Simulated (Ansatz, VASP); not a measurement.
# NaF: VASP beside Ansatz

```
Na F
1.0
    -0.08673    2.28325    2.28325
     2.28325   -0.08673    2.28325
     2.28325    2.28325   -0.08673
Na F
1 1
Direct
  0.00000 0.00000 0.00000
  0.50000 0.50000 0.50000
```

Change from the starting cell: epitaxial_111 strain +3.2%.

Alike in both runs: task single point; functional PBE; k mesh 10 × 10 × 10; occupations fermi-dirac, width 0.02 eV; no spin polarisation.

|  | VASP | Ansatz |
| --- | --- | --- |
| version | VASP 6.6.1 | Ansatz 0.2.0 |
| potentials or method | VASP PAW PBE potentials, release 64 (Na_pv, F) | plane waves, PAW |
| plane-wave cutoff (eV) | 520 | 420 |
| valence electrons in the cell | 14 | 16 |

|  | VASP | Ansatz | Ansatz less VASP |
| --- | --- | --- | --- |
| gap on the k mesh at the Fermi level (eV) | 6.13 | 6.14 | +0.016 |
| pressure (GPa) | 1.3 | 1.5 | +0.14 |
| traceless stress, the component that is largest in VASP (GPa) | 0.90 | 0.91 | +0.005 |

With one functional, cell and mesh, what is left measures potentials, basis and numerics. VASP's potentials hold 14 valence electrons a cell and Ansatz's 16, so a difference there can come from the potentials and not from the codes.
